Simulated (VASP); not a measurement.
# CuO (zincblende type) (F-43m) in VASP: a series of runs, part 2 of 2

VASP 6.6.1. Earlier steps stand in the parts before.

## Step 4: Electric field gradients, PBE

INCAR

```
  PREC = Accurate
  ENCUT = 520
  EDIFF = 1E-8
  ISMEAR = -1
  SIGMA = 0.05
  LREAL = False
  LASPH = True
  NELM = 60
  ALGO = Normal
  ISIF = 2
  LWAVE = False
  LCHARG = False
  GGA = PE
  LEFG = True
  NBANDS = 16
```

KPOINTS

```
Automatic mesh
0
Gamma
  12 12 12
```

POSCAR

```
CuO
1.0
    0.0000000000      2.2618016073      2.2618016073
    2.2618016073      0.0000000000      2.2618016073
    2.2618016073      2.2618016073      0.0000000000
Cu O
1 1
Direct
    0.0000000000      0.0000000000      0.0000000000
    0.2500000000      0.2500000000      0.2500000000
```

Potentials or basis: VASP PAW PBE potentials, release 64 (Cu, O).

The run is started by

```console
> cat potpaw_PBE.64/Cu/POTCAR potpaw_PBE.64/O/POTCAR > POTCAR
> mpirun -np 1 vasp_std > vasp.out
```

OUTCAR:

```text
PREC = Accurate
   ENCUT = 520
   EDIFF = 1E-8
   ISMEAR = -1
   LREAL = False
   LASPH = True
   NELM = 60
   ISIF = 2
   GGA = PE

 ion  position               nearest neighbor table
   1  0.000  0.000  0.000-   2 1.96   2 1.96   2 1.96   2 1.96
   2  0.250  0.250  0.250-   1 1.96   1 1.96   1 1.96   1 1.96

  LATTYP: Found a face centered cubic cell.
 ALAT       =     4.5236032146

  Lattice vectors:

 A1 = (   0.0000000000,   2.2618016073,   2.2618016073)
 A2 = (   2.2618016073,   0.0000000000,   2.2618016073)
 A3 = (   2.2618016073,   2.2618016073,   0.0000000000)

Analysis of symmetry for initial positions (statically):
=====================================================================
 Subroutine PRICEL returns:
 Original cell was already a primitive cell.

 Routine SETGRP: Setting up the symmetry group for a
 face centered cubic supercell.

 Subroutine GETGRP returns: Found 24 space group operations
[... 642 lines left out ...]
  volume of cell :       23.14
      direct lattice vectors                 reciprocal lattice vectors
     0.000000000  2.261801607  2.261801607    -0.221062713  0.221062713  0.221062713
     2.261801607  0.000000000  2.261801607     0.221062713 -0.221062713  0.221062713
     2.261801607  2.261801607  0.000000000     0.221062713  0.221062713 -0.221062713

 POSITION                                       TOTAL-FORCE (eV/Angst)
 -----------------------------------------------------------------------------------
      0.00000      0.00000      0.00000        -0.000000     -0.000000     -0.000000
      1.13090      1.13090      1.13090         0.000000      0.000000      0.000000
 -----------------------------------------------------------------------------------
    total drift:                                0.000001      0.000001      0.000001

  FREE ENERGIE OF THE ION-ELECTRON SYSTEM (eV)
  ---------------------------------------------------
  free  energy   TOTEN  =        -9.5670426570 eV

  energy  without entropy=       -9.5467484531  energy(sigma->0) =       -9.55689556

 Electric field gradients (V/A^2)
---------------------------------------------------------------------
 ion       V_xx      V_yy      V_zz      V_xy      V_xz      V_yz
---------------------------------------------------------------------
   1      -0.000     0.000     0.000    -0.000    -0.000    -0.000
   2      -0.000    -0.000    -0.000     0.002     0.002     0.002
---------------------------------------------------------------------

 Electric field gradients after diagonalization (V/A^2)
 (convention: |V_zz| > |V_xx| > |V_yy|)
----------------------------------------------------------------------
 ion       V_xx      V_yy      V_zz     asymmetry (V_yy - V_xx)/ V_zz
----------------------------------------------------------------------
   1       0.000     0.000    -0.001       0.000
   2      -0.002    -0.002     0.003       0.000
----------------------------------------------------------------------

           NMR quadrupolar parameters

 Cq : quadrupolar parameter    Cq=e*Q*V_zz/h
 eta: asymmetry parameters     (V_yy - V_xx)/ V_zz
 Q  : nuclear electric quadrupole moment in mb (millibarn)
----------------------------------------------------------------------
 ion       Cq(MHz)       eta       Q (mb)
----------------------------------------------------------------------
   1      -0.000       0.000       1.000
   2       0.000       0.000       1.000
----------------------------------------------------------------------
```

OSZICAR:

```text
N       E                     dE             d eps       ncg     rms          rms(c)
DAV:   1     0.964610549107E+02    0.96461E+02   -0.82178E+03  2448   0.154E+03
DAV:   2    -0.646945926318E+01   -0.10293E+03   -0.91242E+02  2512   0.282E+02
DAV:   3    -0.125275599953E+02   -0.60581E+01   -0.57774E+01  2888   0.708E+01
DAV:   4    -0.126025654027E+02   -0.75005E-01   -0.74976E-01  2672   0.766E+00
DAV:   5    -0.126039374714E+02   -0.13721E-02   -0.13721E-02  3064   0.110E+00    0.120E+01
DAV:   6    -0.114414445077E+02    0.11625E+01   -0.19332E+01  2648   0.117E+02    0.987E+00
DAV:   7    -0.957671241856E+01    0.18647E+01   -0.65077E+00  2936   0.927E+01    0.164E+00
DAV:   8    -0.958956944700E+01   -0.12857E-01   -0.38976E-01  2416   0.545E+00    0.110E+00
DAV:   9    -0.956953177445E+01    0.20038E-01   -0.44457E-02  3944   0.523E+00    0.454E-01
DAV:  10    -0.956700269855E+01    0.25291E-02   -0.71067E-03  3568   0.180E+00    0.212E-01
DAV:  11    -0.956696157594E+01    0.41123E-04   -0.17248E-03  2672   0.404E-01    0.475E-02
DAV:  12    -0.956701632322E+01   -0.54747E-04   -0.65259E-05  3048   0.114E-01    0.541E-02
DAV:  13    -0.956704351446E+01   -0.27191E-04   -0.54852E-05  2752   0.820E-02    0.104E-02
DAV:  14    -0.956704286517E+01    0.64929E-06   -0.22625E-06  3104   0.150E-02    0.560E-03
DAV:  15    -0.956704265077E+01    0.21441E-06   -0.62177E-07  2800   0.771E-03    0.887E-04
DAV:  16    -0.956704265704E+01   -0.62782E-08   -0.50089E-08  3008   0.246E-03
   1 F= -.95670427E+01 E0= -.95568956E+01  d E =-.202942E-01
```

Wall time 36 s (1 thread of Intel Xeon 8259CL, shared host); peak memory 0.15 GiB.

What came out:

| Quantity | Value |
| --- | --- |
| Free energy | -9.5670 eV |
| Pressure | 0.6 GPa |
| Band gap on the k mesh | zero (an odd number of electrons rules out a gap without spin polarisation) |
| Largest electric field gradient by atom | zero within the noise of the run |

Caveat: an odd number of electrons without spin polarisation forces a metal; a magnetic or distorted state may lie lower; semilocal functionals often make such compounds metallic where correlation or magnetic order opens a gap, which also shifts bond lengths.

## Step 5: Summary

```csv
k mesh,gap on the mesh (eV),pressure (GPa)
5 × 5 × 5,none,0.7
8 × 8 × 8,none,0.6
12 × 12 × 12,none,0.6
```

Alike in all rows: task electric field gradients; level PBE; potentials or basis VASP PAW PBE potentials, release 64 (Cu, O); no spin polarisation; cell as given; cutoff (eV) 520; smearing fermi-dirac 0.05 eV.

Caveats: some runs use coarse meshes; an odd number of electrons without spin polarisation forces a metal; a magnetic or distorted state may lie lower; semilocal functionals often make such compounds metallic where correlation or magnetic order opens a gap, which also shifts bond lengths.

Total energies depend on the potentials used, so only differences within one code and one set of settings carry meaning.
